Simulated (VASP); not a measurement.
# LaF5: relaxation of cell and atoms with PBE

Crystal: LaF5.

```
La F
1.0
     6.40376    0.00000    0.00000
     0.00000    6.40376    0.00000
     0.00000    0.00000    4.67425
La F
1 5
Direct
  0.00000 0.00000 0.50000
  0.65104 0.00000 0.50000
  0.34896 0.00000 0.50000
  0.00000 0.65104 0.50000
  0.00000 0.34896 0.50000
  0.00000 0.00000 0.00000
```

The cell was built from a structure type or drawn by symmetry, and may not be a known phase.

* Program: VASP 6.6.1
* Task: relaxation of cell and atoms
* Functional: PBE
* Potentials or basis: VASP PAW PBE potentials, release 64 (La, F)
* Cutoff: 600 eV
* k mesh: 6 × 6 × 8
* Occupations: gaussian, width 0.1 eV
* Spin: no spin polarisation
* Dipole correction: no
* Further INCAR settings: ALGO = Normal; EDIFF = 1e-06; IBRION = 2; EDIFFG = -0.01; NSW = 100; ISIF = 3

```yaml
Relaxed_volume: 31.75 Å³/atom
Relaxed_cell: a = 6.393 Å, b = 6.393 Å, c = 4.660 Å, α = 90.00°, β = 90.00°, γ = 90.00°
Space_group_after_relaxing_to_0.1_Å: P4/mmm (No. 123)
Energy_gained_by_relaxing: 0.2 meV/atom
Ionic_steps: 2
Pressure_after_relaxing: 0.0 GPa
Largest_force_after_relaxing: 0.003 eV/Å
Band_gap_on_the_k_mesh: zero (bands 23 and 24 overlap by 0.95 eV)
```

Forces on the atoms (eV/Å):
```
La   0.000  0.000  0.000
F   -0.003  0.000  0.000
F    0.003  0.000  0.000
F    0.000 -0.003  0.000
F    0.000  0.003  0.000
F    0.000  0.000  0.000
```

The path:
| step | energy change (eV) | largest force (eV/Å) | pressure (GPa) | volume (Å³) |
| --- | --- | --- | --- | --- |
| 1 | 0.0000 | 0.0388 | -0.22 | 191.68 |
| 2 | -0.0011 | 0.0034 | 0.00 | 190.47 |

Final structure:
```cif
data_structure
_symmetry_space_group_name_H-M 'P 1'
_symmetry_Int_Tables_number 1
_cell_length_a 6.3931
_cell_length_b 6.3931
_cell_length_c 4.6603
_cell_angle_alpha 90.000
_cell_angle_beta 90.000
_cell_angle_gamma 90.000
_cell_volume 190.47
loop_
_atom_site_label
_atom_site_type_symbol
_atom_site_fract_x
_atom_site_fract_y
_atom_site_fract_z
_atom_site_occupancy
La1 La 0.00000 0.00000 0.50000 1
F1 F 0.65133 0.00000 0.50000 1
F2 F 0.34867 0.00000 0.50000 1
F3 F 0.00000 0.65133 0.50000 1
F4 F 0.00000 0.34867 0.50000 1
F5 F 0.00000 0.00000 0.00000 1
```

Levels at points of the mesh, in eV from the Fermi level:
```
           k point  band 21  band 22  band 23  band 24  band 25  band 26
(0.00, 0.00, 0.00)    -0.64    -0.50     0.48     0.48     6.30     6.43
(0.50, 0.00, 0.00)    -0.90    -0.85    -0.45     0.50     6.30     6.44
(0.50, 0.50, 0.00)    -0.87    -0.87    -0.58    -0.41     6.30     6.46
(0.00, 0.00, 0.50)    -0.58    -0.58     0.46     0.46     6.28     6.36
(0.50, 0.00, 0.50)    -0.88    -0.77    -0.58     0.47     6.28     6.36
(0.50, 0.50, 0.50)    -0.88    -0.88    -0.88    -0.47     6.27     6.38
```

Run time: 13 min on 1 thread of Intel Xeon 8259CL (shared host), peak memory 0.57 GiB.

Caveat: spin-orbit coupling is left out, which moves the levels of the heavy elements.
